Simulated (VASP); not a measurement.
Write the native input for VASP 6.6.1 that does the following.

```yaml
Task: single point
Functional: PBE
Potentials_or_basis: VASP PAW PBE potentials, release 64 (Ta_pv, Pb_d)
Cutoff: 520 eV
k_mesh: 16 × 16 × 16
Occupations: gaussian, width 0.1 eV
Spin: no spin polarisation
Dipole_correction: no
Further_INCAR_settings: ALGO = Fast; EDIFF = 1e-07; NBANDS = 20
```

The structure of TaPb lies in POSCAR:

```
TaPb
1.0
    0.0000000000      2.8834893220      2.8834893220
    2.8834893220      0.0000000000      2.8834893220
    2.8834893220      2.8834893220      0.0000000000
Ta Pb
1 1
Direct
    0.0000000000      0.0000000000      0.0000000000
    0.5000000000      0.5000000000      0.5000000000
```

The cell was generated, and may not be a known phase.

These files were run (other wordings do the same):

INCAR

```
  ALGO = Fast
  EDIFF = 1E-7
  ENCUT = 520
  GGA = PE
  ISIF = 2
  ISMEAR = 0
  LASPH = T
  LCHARG = F
  LREAL = F
  LWAVE = F
  NBANDS = 20
  NELM = 100
  PREC = Accurate
  SIGMA = 0.1
```

KPOINTS

```
k-points
0
Gamma
  16 16 16
```

Potentials or basis: VASP PAW PBE potentials, release 64 (Ta_pv, Pb_d).

Command:

```bash
$ cat potpaw_PBE.64/Ta_pv/POTCAR potpaw_PBE.64/Pb_d/POTCAR > POTCAR
$ mpirun -np 1 vasp_std > vasp.out
```

Results of the run:

- Pressure: 0.0 GPa
- Band gap on the k mesh: zero (an odd number of electrons rules out a gap without spin polarisation)

Caveat: spin-orbit coupling is left out, which moves the levels of the heavy elements.

It took 6.9 min on 1 thread of Intel Xeon 8259CL, on a shared host, peak memory 0.28 GiB.
